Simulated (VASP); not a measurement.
# C (P-1) in VASP: single point with r2SCAN

Aim: the single point of C with r2SCAN.

Everything below comes from runs of VASP 6.6.1. Logs are shortened: lines on timing, memory, paths and dates and some standing lists are left out, and cuts for length are marked.

## Step 1: The cell of the first run

The typed cell holds 4 atoms: a = 2.549 Å, b = 2.549 Å, c = 4.415 Å, α = 73.22°, β = 73.22°, γ = 60.00°.

## Step 2: Single point, r2SCAN (atoms displaced along a vibrational mode, the cell strained)

Input file POSCAR:

```
C
1.0
    0.0000000000     -1.8023675937     -1.8023675937
   -1.8023675937      0.0000000000     -1.8023675937
    1.8023675937      1.8023675937     -3.6047351873
C
4
Direct
    0.7374556964      0.7661712329      0.7499999949
    0.2625443036      0.2338287671      0.2500000051
    0.3624556964      0.3911712329      0.8749999949
    0.8875443036      0.8588287671      0.3750000051
```

Input file INCAR.step1:

```
SYSTEM = C
PREC = Accurate
ENCUT = 910
ISMEAR = 0
SIGMA = 0.05
LREAL = .FALSE.
LASPH = .TRUE.
NELM = 120
NBANDS = 16
GGA = PE
ALGO = Normal
EDIFF = 1E-5
LWAVE = .TRUE.
LCHARG = .FALSE.
GGA_COMPAT = .FALSE.
```

Input file INCAR.step2:

```
SYSTEM = C
PREC = Accurate
ENCUT = 910
EDIFF = 1E-6
ISMEAR = 0
SIGMA = 0.05
LREAL = .FALSE.
LASPH = .TRUE.
NELM = 120
ALGO = Normal
ISIF = 2
LWAVE = .FALSE.
LCHARG = .FALSE.
METAGGA = R2SCAN
LMIXTAU = .TRUE.
NBANDS = 16
ISTART = 1
GGA_COMPAT = .FALSE.
```

Input file KPOINTS:

```
regular mesh
0
G
  12 12 10
  0 0 0
```

Potentials or basis: VASP PAW PBE potentials, release 64 (C_h).

Run with:

```console
> cat potpaw_PBE.64/C_h/POTCAR > POTCAR
> cp INCAR.step1 INCAR
> mpirun -np 1 vasp_std > vasp.out
> cp INCAR.step2 INCAR
> mpirun -np 1 vasp_std > vasp.out
```

OUTCAR:

```text
SYSTEM = C
   PREC = Accurate
   ENCUT = 910
   EDIFF = 1E-6
   ISMEAR = 0
   LREAL = .FALSE.
   LASPH = .TRUE.
   NELM = 120
   ISIF = 2
   METAGGA = R2SCAN
   ISTART = 1

 ion  position               nearest neighbor table
   1  0.737  0.766  0.750-
   2  0.263  0.234  0.250-
   3  0.362  0.391  0.875-
   4  0.888  0.859  0.375-

  LATTYP: Found a trigonal (rhomboedric) cell.
 ALAT       =     4.4148809335
 COS(alpha) =     0.8333333333

  Lattice vectors:

 A1 = (   1.8023675937,   3.6047351874,  -1.8023675936)
 A2 = (   3.6047351874,   1.8023675937,  -1.8023675936)
 A3 = (   1.8023675937,   1.8023675937,  -3.6047351873)

Analysis of symmetry for initial positions (statically):
=====================================================================
 Subroutine PRICEL returns:
 Original cell was already a primitive cell.

 Routine SETGRP: Setting up the symmetry group for a
 trigonal (rhombohedral) supercell.

 Subroutine GETGRP returns: Found  2 space group operations
 (whereof  1 operations were pure point group operations)
 out of a pool of 12 trial point group operations.

The static configuration has the point symmetry C_1 .
 The point group associated with its full space group is S_2 .

Analysis of symmetry for dynamics (positions and initial velocities):
=====================================================================
 Subroutine PRICEL returns:
 Original cell was already a primitive cell.

 Routine SETGRP: Setting up the symmetry group for a
 trigonal (rhombohedral) supercell.

 Subroutine GETGRP returns: Found  2 space group operations
 (whereof  1 operations were pure point group operations)
 out of a pool of 12 trial point group operations.

The dynamic configuration has the point symmetry C_1 .
 The point group associated with its full space group is S_2 .

 Subroutine INISYM returns: Found  2 space group operations
 (whereof  1 operations are pure point group operations),
 and found     1 'primitive' translations

----------------------------------------------------------------------------------------

                                     Primitive cell

  volume of cell :      23.4202

  direct lattice vectors                    reciprocal lattice vectors
[... 111 lines left out ...]
   ENCUT  =  910.0 eV  66.88 Ry    8.18 a.u.   6.27  6.27 10.86*2*pi/ulx,y,z
   NELM   =    120;   NELMIN=  2; NELMDL=  0     # of ELM steps
   EDIFF  = 0.1E-05   stopping-criterion for ELM
   LREAL  =      F    real-space projection
   EDIFFG = 0.1E-04   stopping-criterion for IOM
   NSW    =      0    number of steps for IOM
   IBRION =     -1    ionic relax: 0-MD 1-quasi-New 2-CG
   NFREE  =      0    steps in history (QN), initial steepest desc. (CG)
   ISIF   =      2    stress and relaxation
   ISYM   =      2    0-nonsym 1-usesym 2-fastsym
   POTIM  = 0.5000    time-step for ionic-motion
   TEBEG  =    0.0;   TEEND  =   0.0 temperature during run
   PSTRESS=    0.0 pullay stress
   NELECT =      16.0000    total number of electrons
   NUPDOWN=      -1.0000    fix difference up-down
   EMIN   =  10.00;   EMAX   =-10.00  energy-range for DOS
   EFERMI =   0.00;   METHOD = LEGACY
   ISMEAR =     0;   SIGMA  =   0.05  broadening in eV -4-tet -1-fermi 0-gaus
   EFERMI_NEDOS =   21; number of points for ismear=-14 and -15
   IALGO  =     38    algorithm
   IMIX   =      4    mixing-type and parameters
     AMIX     =   0.40;   BMIX     =  1.00
     AMIX_MAG =   1.60;   BMIX_MAG =  1.00
  volume/ion in A,a.u.               =       5.86        39.51
  Fermi-wavevector in a.u.,A,eV,Ry     =   1.441844  2.724689 28.285324  2.078913
  Thomas-Fermi vector in A             =   2.560430
   LORBIT       =      0    0 simple, 1 ext, 2 COOP (PROOUT), +10 PAW based schemes
   METAGGA = R2SCAN    functional components
   LHFCALC =     F    Hartree Fock is set to
   AEXX    =    0.0000 exact exchange contribution
   IVDW    =     0    specifies the selected vdW correction
   LEPSILON=     F    determine dielectric tensor
   LRPA    =     F    only Hartree local field effects (RPA)
 non-spin polarized calculation
 Gauss-broadening in eV      SIGMA  =   0.05
  energy-cutoff  :      910.00
  volume of cell :       23.42
 maximum number of plane-waves:      1483
 NGX is ok and might be reduce to    28
   NGX = 13   NGY = 13   NGZ = 21

 number of electron      16.0000000 magnetization

 Free energy of the ion-electron system (eV)
  ---------------------------------------------------
  ext. energy  EPLUGINS =         0.00000000
  ---------------------------------------------------
  free energy    TOTEN  =       -39.35583367 eV

  energy without entropy =      -39.35583367  energy(sigma->0) =      -39.35583367

 E-fermi :  10.6987     XC(G=0): -14.0986

 val. band max:       10.4375889405   @ k =   0.0000   0.0000   0.0000
 cond. band min:      14.7340596299   @ k =   0.0000  -0.3333   0.3000
 fundamental gap:      4.2964706894
 Fermi energy:        10.6986668462

 k-point     1 :       0.0000    0.0000    0.0000
  band No.  band energies     occupation
      1     -11.8193      2.00000
      2      -6.0610      2.00000
      3      -3.2429      2.00000
      4       7.5407      2.00000
      5       7.5477      2.00000
      6      10.3826      2.00000
[... 433 lines left out ...]
      3      -0.4525      2.00000
      4       2.4098      2.00000
      5       3.7777      2.00000
      6       4.7166      2.00000
[... 8 lines left out ...]
     15      23.7075      0.00000
     16      25.6681      0.00000

 [... further k-points ...]

------------------------ aborting loop because EDIFF is reached ----------------------------------------

  FORCE on cell =-STRESS in cart. coord.  units (eV):
  Direction    XX          YY          ZZ          XY          YZ          ZX
  --------------------------------------------------------------------------------------
  -------------------------------------------------------------------------------------
  Total       -2.4503503     -2.4156980     -2.3679364      0.0282578      0.0025673     -0.0103935
  in kB     -167.6288086   -165.2582421   -161.9908625      1.9331173      0.1756314     -0.7110226
  external PRESSURE =    -164.9593044 kB  Pullay stress =       0.0000000 kB

 VOLUME and BASIS-vectors are now :
 -----------------------------------------------------------------------------
  energy-cutoff  :      910.00
  volume of cell :       23.42
      direct lattice vectors                 reciprocal lattice vectors
     0.000000000 -1.802367594 -1.802367594     0.138706444 -0.416119332 -0.138706444
    -1.802367594  0.000000000 -1.802367594    -0.416119332  0.138706444 -0.138706444
     1.802367594  1.802367594 -3.604735187     0.138706444  0.138706444 -0.138706444

 POSITION                                       TOTAL-FORCE (eV/Angst)
 -----------------------------------------------------------------------------------
     -0.02915      0.02261     -5.41364         0.398859     -0.310448      0.094334
      0.02915     -0.02261     -1.79583        -0.396977      0.307309     -0.084286
      0.87204      0.92379     -4.51246         0.396977     -0.307309      0.084286
     -0.87204     -0.92379     -4.49938        -0.398859      0.310448     -0.094334
 -----------------------------------------------------------------------------------
    total drift:                                0.000000      0.000000     -0.000000

  FREE ENERGIE OF THE ION-ELECTRON SYSTEM (eV)
  ---------------------------------------------------
  free  energy   TOTEN  =       -39.3558336651 eV

  energy  without entropy=      -39.3558336651  energy(sigma->0) =      -39.35583367
```

OSZICAR.step1:

```text
N       E                     dE             d eps       ncg     rms          rms(c)
DAV:   1     0.473734722296E+02    0.47373E+02   -0.11721E+04 23168   0.152E+03
DAV:   2    -0.333544291426E+02   -0.80728E+02   -0.72392E+02 33032   0.238E+02
DAV:   3    -0.374586755812E+02   -0.41042E+01   -0.40774E+01 29920   0.483E+01
DAV:   4    -0.374832888228E+02   -0.24613E-01   -0.24608E-01 26504   0.422E+00
DAV:   5    -0.374834602009E+02   -0.17138E-03   -0.17138E-03 28440   0.332E-01    0.651E+00
DAV:   6    -0.366478862211E+02    0.83557E+00   -0.51077E-01 28800   0.449E+00    0.360E+00
DAV:   7    -0.363644779321E+02    0.28341E+00   -0.59260E-01 29120   0.498E+00    0.491E-01
DAV:   8    -0.363678552555E+02   -0.33773E-02   -0.12915E-02 25520   0.986E-01    0.571E-02
DAV:   9    -0.363679810164E+02   -0.12576E-03   -0.18386E-04 29552   0.106E-01    0.230E-02
DAV:  10    -0.363680073703E+02   -0.26354E-04   -0.28116E-05 23344   0.449E-02    0.290E-03
DAV:  11    -0.363680070548E+02    0.31551E-06   -0.41290E-07 11688   0.592E-03
   1 F= -.36368007E+02 E0= -.36368007E+02  d E =-.652300E-20
```

It took 21 min on 1 thread of AMD EPYC 9R45 (Zen 5), shared host; peak memory 0.51 GiB.

What came out:

| Property | Result |
| --- | --- |
| Free energy | -39.3558 eV |
| Pressure | -16.5 GPa |
| Largest force | 0.514 eV/Å |
| Band gap on the k mesh | 4.30 eV |

Forces on the atoms (eV/Å):
```
C    0.399 -0.310  0.094
C   -0.397  0.307 -0.084
C    0.397 -0.307  0.084
C   -0.399  0.310 -0.094
```

Stress tensor (GPa, compression positive):
```
-16.76   0.19  -0.07
  0.19 -16.53   0.02
 -0.07   0.02 -16.20
```

Levels at points of the mesh, in eV from the valence-band top:
```
           k point  band 4  band 5  band 6  band 7  band 8  band 9  band 10  band 11  band 12  band 13
(0.00, 0.00, 0.00)   -2.90   -2.89   -0.05   -0.03    0.00    5.76     5.77     5.78     8.71     8.75
(0.50, 0.00, 0.00)  -11.21   -6.97   -6.95   -5.02   -5.00    6.24     6.30    11.31    12.12    13.12
(0.00, 0.50, 0.00)  -11.21   -6.96   -6.94   -5.02   -5.00    6.23     6.31    11.22    12.29    13.10
(0.50, 0.50, 0.00)  -13.36   -6.47   -6.45   -2.94   -2.88    4.91     4.98     8.65     8.74     8.77
(0.00, 0.00, 0.50)   -6.85   -1.90   -1.90   -1.73   -1.73    7.69     7.77     8.00     8.16     8.41
(0.50, 0.00, 0.50)  -13.35   -6.46   -6.46   -2.92   -2.88    4.88     4.95     8.66     8.74     8.79
(0.00, 0.50, 0.50)  -13.34   -6.46   -6.45   -2.91   -2.88    4.86     4.93     8.66     8.75     8.79
(0.50, 0.50, 0.50)  -11.21   -6.97   -6.97   -5.00   -5.00    6.26     6.28    11.55    11.78    13.22
```

Caveat: the cell differs from its parent crystal (atoms displaced along a vibrational mode, the cell strained); the cell stands under tension; the PAW data sets were made with another functional, which shifts forces and pressure a little. A k mesh can miss the band edges.
